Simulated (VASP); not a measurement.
Ir, 2 atoms in the cell. Symmetry: P6_3/mmc, No. 194, hexagonal system. The conventional cell has a = 2.579 Å, b = 2.579 Å, c = 4.606 Å, α = 90.00°, β = 90.00°, γ = 120.00°. Within 3.4 Å of Ir (site symmetry -6m2) lie 12 Ir at 2.58 to 2.74 Å. This isn't the form of Ir at room conditions, which is fcc.

- Program: VASP 6.6.1
- Task: single point
- Functional: LDA
- Potentials or basis: VASP PAW LDA potentials, release 64 (Ir)
- Cutoff: 500 eV
- k mesh: 18 × 18 × 10
- Occupations: gaussian, width 0.15 eV
- Spin: no spin polarisation
- Dipole correction: no
- Further INCAR settings: ALGO = Normal; EDIFF = 1e-06; NBANDS = 16

Potentials or basis: VASP PAW LDA potentials, release 64 (Ir).

Command:

```console
$ cat potpaw_LDA.64/Ir/POTCAR > POTCAR
$ mpirun -np 1 vasp_std > vasp.out
```

Hardware: 1 thread of AMD EPYC 9R45 96-Core Processor (Zen 5), with other jobs on the host.

Task: Estimate the wall time of this run.

Result: Wall time 29 s on 1 thread of AMD EPYC 9R45 96-Core Processor (Zen 5) (shared host), peak memory 0.16 GiB. Counts: scf iterations 12, k points 222.
